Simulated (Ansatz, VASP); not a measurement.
## FeGe in VASP and in Ansatz

The input INCAR:

```
  ALGO = Normal
  EDIFF = 1E-6
  ENCUT = 600
  GGA = PE
  GGA_COMPAT = False
  ISIF = 2
  ISMEAR = 0
  LASPH = True
  LCHARG = True
  LELF = True
  LREAL = False
  LVHAR = True
  LWAVE = False
  NBANDS = 42
  NELM = 120
  PREC = Accurate
  SIGMA = 0.05
```

The input KPOINTS:

```
k-points
0
Gamma
  10 10 10
```

The input POSCAR:

```
FeGe
1.0
    4.9576260621      0.0000000000      0.0000000000
   -2.4788130311      4.2934301123      0.0000000000
    0.0000000000      0.0000000000      4.0582041146
Fe Ge
3 3
Direct
    0.5000000000      0.0000000000      0.0000000000
    0.5000000000      0.5000000000      0.0000000000
    0.0000000000      0.5000000000      0.0000000000
    0.0000000000      0.0000000000      0.0000000000
    0.3333333333      0.6666666667      0.5000000000
    0.6666666667      0.3333333333      0.5000000000
```

Input for Ansatz:

```yaml
crystal:
  lattice:
    - [4.9576260621, 0.0, 0.0]
    - [-2.4788130311, 4.2934301123, 0.0]
    - [0.0, 0.0, 4.0582041146]
  atoms:
    - { symbol: Fe, position: [0.5, 0.0, 0.0] }
    - { symbol: Fe, position: [0.5, 0.5, 0.0] }
    - { symbol: Fe, position: [0.0, 0.5, 0.0] }
    - { symbol: Ge, position: [0.0, 0.0, 0.0] }
    - { symbol: Ge, position: [0.3333333333, 0.6666666667, 0.5] }
    - { symbol: Ge, position: [0.6666666667, 0.3333333333, 0.5] }
basis:
  ecutwfc: 420
  ecutrho_ratio: 4
kpoints:
  mp_grid: { grid: [10, 10, 10] }
hamiltonian:
  xc: pbe
scf:
  occupations: { method: gaussian, width: 0.05 }
output:
  forces: true
  stress: true
  eigenvalues: true
```

Alike in both runs: task single point; functional PBE; k mesh 10 × 10 × 10; occupations gaussian, width 0.05 eV; no spin polarisation.

|  | VASP | Ansatz |
| --- | --- | --- |
| version | VASP 6.6.1 | Ansatz 0.2.0 |
| potentials or method | VASP PAW PBE potentials, release 64 (Fe, Ge_d), cutoff 600 eV | scalar-relativistic, plane waves, PAW |
| valence electrons in the cell | 66 | 90 |

```tsv
	VASP	Ansatz	Ansatz less VASP
gap on the k mesh at the Fermi level (eV)	none	none	-
pressure (GPa)	-2.8	-2.8	-0.05
traceless stress, the component that is largest in VASP (GPa)	-5.96	-5.95	+0.010
```

A gap of «none» marks a metal or a gap that the smearing closes. VASP's potentials hold 66 valence electrons a cell and Ansatz's 90, so a difference there can come from the potentials and not from the codes.
